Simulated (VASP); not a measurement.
# GaSb (I-4m2) in VASP: notebook

GaSb is run at these levels: PBE; tasks: single point.

Everything below comes from runs of VASP 6.6.1. Logs are shortened: lines on timing, memory, paths and dates and some standing lists are left out, and cuts for length are marked.

### Step 1. The cell of the first run

The structure is tetragonal, space group I-4m2 (No. 119). Conventional cell: a = 5.660 Å, b = 5.660 Å, c = 3.542 Å, α = 90.00°, β = 90.00°, γ = 90.00°. Within 3.9 Å of Ga (site symmetry -4m2) lie 8 Sb at 2.97 to 3.88 Å and 2 Ga at 3.54 Å. Within 3.9 Å of Sb (site symmetry -4m2) lie 8 Ga at 2.97 to 3.88 Å and 2 Sb at 3.54 Å.

### Step 2. Single point, PBE

Contents of INCAR:

```
SYSTEM = GaSb
ALGO = Normal ; EDIFF = 1E-6
ENCUT = 520 ; GGA = PE
ISIF = 2 ; ISMEAR = 0
LASPH = .True. ; LCHARG = .True.
LELF = .True. ; LREAL = .False.
LVHAR = .True. ; LWAVE = .False.
NBANDS = 16 ; NELM = 100
PREC = Accurate ; SIGMA = 0.15
```

Contents of KPOINTS:

```
k-points
0
Gamma
  16 16 16
  0 0 0
```

Contents of POSCAR:

```
GaSb
1.0
   -2.8302500000      2.8302500000      1.7708000000
    2.8302500000     -2.8302500000      1.7708000000
    2.8302500000      2.8302500000     -1.7708000000
Ga Sb
1 1
Direct
    0.2500000000      0.7500000000      0.5000000000
    0.0000000000      0.0000000000      0.0000000000
```

Potentials or basis: VASP PAW PBE potentials, release 64 (Ga_d, Sb).

Started as:

```
$ cat potpaw_PBE.64/Ga_d/POTCAR potpaw_PBE.64/Sb/POTCAR > POTCAR
$ mpirun -np 1 vasp_std > vasp.out
```

OUTCAR:

```text
SYSTEM = GaSb
   EDIFF = 1E-6
   ENCUT = 520
   GGA = PE
   ISIF = 2
   ISMEAR = 0
   LASPH = .True.
   LREAL = .False.
   NELM = 100
   PREC = Accurate

 ion  position               nearest neighbor table
   1  0.250  0.750  0.500-   2 2.97   2 2.97   2 2.97   2 2.97
   2  0.000  0.000  0.000-   1 2.97   1 2.97   1 2.97   1 2.97

  LATTYP: Found a body centered tetragonal cell.
 ALAT       =     5.6605000000
 C/A-ratio  =     0.6256691105

  Lattice vectors:

 A1 = (  -2.8302500000,   2.8302500000,   1.7708000000)
 A2 = (   2.8302500000,  -2.8302500000,   1.7708000000)
 A3 = (   2.8302500000,   2.8302500000,  -1.7708000000)

Analysis of symmetry for initial positions (statically):
=====================================================================
 Subroutine PRICEL returns:
 Original cell was already a primitive cell.

 Routine SETGRP: Setting up the symmetry group for a
 body centered tetragonal supercell.

 Subroutine GETGRP returns: Found  8 space group operations
 (whereof  8 operations were pure point group operations)
 out of a pool of 16 trial point group operations.

The static configuration has the point symmetry D_2d.

Analysis of symmetry for dynamics (positions and initial velocities):
=====================================================================
 Subroutine PRICEL returns:
 Original cell was already a primitive cell.

 Routine SETGRP: Setting up the symmetry group for a
 body centered tetragonal supercell.

 Subroutine GETGRP returns: Found  8 space group operations
 (whereof  8 operations were pure point group operations)
 out of a pool of 16 trial point group operations.

The dynamic configuration has the point symmetry D_2d.

 Subroutine INISYM returns: Found  8 space group operations
 (whereof  8 operations are pure point group operations),
 and found     1 'primitive' translations

----------------------------------------------------------------------------------------

                                     Primitive cell

  volume of cell :      56.7387

  direct lattice vectors                    reciprocal lattice vectors
    -2.830250000  2.830250000  1.770800000     0.000000000  0.176662839  0.282358256
     2.830250000 -2.830250000  1.770800000     0.176662839  0.000000000  0.282358256
     2.830250000  2.830250000 -1.770800000     0.176662839  0.176662839  0.000000000

  length of vectors
     4.376798232  4.376798232  4.376798232     0.333070478  0.333070478  0.249838983

  position of ions in fractional coordinates (direct lattice)
[... 79 lines left out ...]
   EDIFF  = 0.1E-05   stopping-criterion for ELM
   LREAL  =      F    real-space projection
   EDIFFG = 0.1E-04   stopping-criterion for IOM
   NSW    =      0    number of steps for IOM
   IBRION =     -1    ionic relax: 0-MD 1-quasi-New 2-CG
   NFREE  =      0    steps in history (QN), initial steepest desc. (CG)
   ISIF   =      2    stress and relaxation
   ISYM   =      2    0-nonsym 1-usesym 2-fastsym
   POTIM  = 0.5000    time-step for ionic-motion
   TEBEG  =    0.0;   TEEND  =   0.0 temperature during run
   PSTRESS=    0.0 pullay stress
   NELECT =      18.0000    total number of electrons
   NUPDOWN=      -1.0000    fix difference up-down
   EMIN   =  10.00;   EMAX   =-10.00  energy-range for DOS
   EFERMI =   0.00;   METHOD = LEGACY
   ISMEAR =     0;   SIGMA  =   0.15  broadening in eV -4-tet -1-fermi 0-gaus
   EFERMI_NEDOS =   21; number of points for ismear=-14 and -15
   IALGO  =     38    algorithm
   IMIX   =      4    mixing-type and parameters
     AMIX     =   0.40;   BMIX     =  1.00
     AMIX_MAG =   1.60;   BMIX_MAG =  1.00
  volume/ion in A,a.u.               =      28.37       191.45
  Fermi-wavevector in a.u.,A,eV,Ry     =   1.116536  2.109947 16.961731  1.246652
  Thomas-Fermi vector in A             =   2.253151
   LORBIT       =      0    0 simple, 1 ext, 2 COOP (PROOUT), +10 PAW based schemes
   GGA     = PE    functional components
   LHFCALC =     F    Hartree Fock is set to
   AEXX    =    0.0000 exact exchange contribution
   IVDW    =     0    specifies the selected vdW correction
   LEPSILON=     F    determine dielectric tensor
   LRPA    =     F    only Hartree local field effects (RPA)
 non-spin polarized calculation
 Gauss-broadening in eV      SIGMA  =   0.15
  energy-cutoff  :      520.00
  volume of cell :       56.74
 maximum number of plane-waves:      1562
 NGX is ok and might be reduce to    36
   NGX = 17   NGY = 17   NGZ = 17

 number of electron      17.9999996 magnetization

 Free energy of the ion-electron system (eV)
  ---------------------------------------------------
  ext. energy  EPLUGINS =         0.00000000
  ---------------------------------------------------
  free energy    TOTEN  =        -6.81653604 eV

  energy without entropy =       -6.80508294  energy(sigma->0) =       -6.81080949

 E-fermi :   4.8799     XC(G=0):  -9.4980

 val. band max:        4.8780486893   @ k =   0.4375   0.3750   0.0625
 cond. band min:       4.8847716990   @ k =   0.5000   0.1250  -0.0000
 fundamental gap:      0.0067230097
 Fermi energy:         4.8798908297

 k-point     1 :       0.0000    0.0000    0.0000
  band No.  band energies     occupation
      1      -9.9487      2.00000
      2      -9.8968      2.00000
      3      -9.8968      2.00000
      4      -9.8847      2.00000
      5      -9.8764      2.00000
      6      -5.9752      2.00000
[... 433 lines left out ...]
      3      -9.8966      2.00000
      4      -9.8851      2.00000
      5      -9.8761      2.00000
      6      -5.9443      2.00000
[... 8 lines left out ...]
     15      13.1857      0.00000
     16      14.3025      0.00000

 [... further k-points ...]

------------------------ aborting loop because EDIFF is reached ----------------------------------------

  FORCE on cell =-STRESS in cart. coord.  units (eV):
  Direction    XX          YY          ZZ          XY          YZ          ZX
  --------------------------------------------------------------------------------------
  -------------------------------------------------------------------------------------
  Total       -1.6562162     -1.6562162     -2.0527241      0.0000000      0.0000000      0.0000000
  in kB      -46.7679687    -46.7679687    -57.9644955      0.0000000      0.0000000      0.0000000
  external PRESSURE =     -50.5001443 kB  Pullay stress =       0.0000000 kB

 VOLUME and BASIS-vectors are now :
 -----------------------------------------------------------------------------
  energy-cutoff  :      520.00
  volume of cell :       56.74
      direct lattice vectors                 reciprocal lattice vectors
    -2.830250000  2.830250000  1.770800000     0.000000000  0.176662839  0.282358256
     2.830250000 -2.830250000  1.770800000     0.176662839  0.000000000  0.282358256
     2.830250000  2.830250000 -1.770800000     0.176662839  0.176662839  0.000000000

 POSITION                                       TOTAL-FORCE (eV/Angst)
 -----------------------------------------------------------------------------------
      2.83025     -0.00000      0.88540         0.000000     -0.000000     -0.000000
      0.00000      0.00000      0.00000        -0.000000      0.000000      0.000000
 -----------------------------------------------------------------------------------
    total drift:                                0.000000     -0.000000      0.000000

  FREE ENERGIE OF THE ION-ELECTRON SYSTEM (eV)
  ---------------------------------------------------
  free  energy   TOTEN  =        -6.8165360375 eV

  energy  without entropy=       -6.8050829405  energy(sigma->0) =       -6.81080949
```

OSZICAR:

```text
N       E                     dE             d eps       ncg     rms          rms(c)
DAV:   1     0.820703254891E+02    0.82070E+02   -0.82335E+03 11168   0.139E+03
DAV:   2    -0.580430047368E+00   -0.82651E+02   -0.80069E+02 13192   0.312E+02
DAV:   3    -0.672694046596E+01   -0.61465E+01   -0.61242E+01 13488   0.638E+01
DAV:   4    -0.683728610625E+01   -0.11035E+00   -0.11033E+00 13792   0.946E+00
DAV:   5    -0.683986145343E+01   -0.25753E-02   -0.25753E-02 14144   0.130E+00    0.196E+00
DAV:   6    -0.682028323246E+01    0.19578E-01   -0.38508E-02 14664   0.275E+00    0.108E+00
DAV:   7    -0.681653324084E+01    0.37500E-02   -0.14172E-02 15904   0.108E+00    0.215E-01
DAV:   8    -0.681650619541E+01    0.27045E-04   -0.19426E-03 13984   0.496E-01    0.351E-02
DAV:   9    -0.681653662983E+01   -0.30434E-04   -0.14081E-04 14752   0.103E-01    0.211E-02
DAV:  10    -0.681653603754E+01    0.59228E-06   -0.69687E-06 13936   0.239E-02
   1 F= -.68165360E+01 E0= -.68108095E+01  d E =-.114531E-01
```

stdout:

```text
POSCAR found type information on POSCAR GaSb
 POSCAR found :  2 types and       2 ions
 scaLAPACK will be used
 LDA part: xc-table for (Slater+PW92), standard interpolation
 POSCAR, INCAR and KPOINTS ok, starting setup
 FFT: planning ... GRIDC
 FFT: planning ... GRID_SOFT
 FFT: planning ... GRID
 WAVECAR not read
 entering main loop
```

Run time: 3.6 min. Hardware: 1 thread of Intel Xeon Platinum 8375C at 2.90GHz (Ice Lake), shared host; peak memory 0.46 GiB.

Results:

* Free energy: -6.8165 eV
* Pressure: -5.1 GPa
* Band gap on the k mesh: zero (bands 9 and 10 overlap by 4.07 eV)

Caveat: the cell stands under tension; spin-orbit coupling is left out, which moves the levels of the heavy elements.

### Step 3. Single point, PBE

This run uses another cell than the first one, of 28.62 Å³/atom.

Contents of INCAR:

```
SYSTEM = GaSb
ALGO = Normal ; EDIFF = 1E-6
ENCUT = 520 ; GGA = PE
ISIF = 2 ; ISMEAR = 0
LASPH = .True. ; LCHARG = .False.
LREAL = .False. ; LWAVE = .False.
NBANDS = 16 ; NELM = 100
PREC = Accurate ; SIGMA = 0.15
```

KPOINTS is that of step 2.

Contents of POSCAR:

```
GaSb
1.0
   -2.8948000000      2.8948000000      1.7075500000
    2.8948000000     -2.8948000000      1.7075500000
    2.8948000000      2.8948000000     -1.7075500000
Ga Sb
1 1
Direct
    0.2500000000      0.7500000000      0.5000000000
    0.0000000000      0.0000000000      0.0000000000
```

Potentials or basis: VASP PAW PBE potentials, release 64 (Ga_d, Sb).

Started as:

```
$ cat potpaw_PBE.64/Ga_d/POTCAR potpaw_PBE.64/Sb/POTCAR > POTCAR
$ mpirun -np 1 vasp_std > vasp.out
```

Run time: 4.1 min. Hardware: 1 thread of Intel Xeon Platinum 8375C at 2.90GHz (Ice Lake), shared host; peak memory 0.46 GiB.

Results (log left out):

```
Free energy            : -6.8088 eV
Pressure               : -5.7 GPa
Band gap on the k mesh : zero (bands 9 and 10 overlap by 4.14 eV)
```

Levels at points of the mesh, in eV from the Fermi level:
| k point | band 6 | band 7 | band 8 | band 9 | band 10 | band 11 | band 12 | band 13 |
| --- | --- | --- | --- | --- | --- | --- | --- | --- |
| (0.00, 0.00, 0.00) | -10.78 | -3.25 | -1.39 | -1.39 | 3.79 | 3.81 | 6.28 | 6.28 |
| (0.50, 0.00, 0.00) | -8.14 | -4.97 | -2.28 | -1.22 | -0.81 | 2.64 | 2.89 | 4.52 |
| (0.50, 0.50, 0.00) | -9.63 | -7.05 | 0.08 | 1.78 | 1.78 | 2.23 | 3.73 | 5.77 |
| (0.50, 0.50, 0.50) | -8.84 | -5.43 | -3.98 | -3.98 | 2.68 | 4.34 | 8.81 | 8.81 |

Caveat: the cell stands under tension; spin-orbit coupling is left out, which moves the levels of the heavy elements.

[end of part 1 of 2]
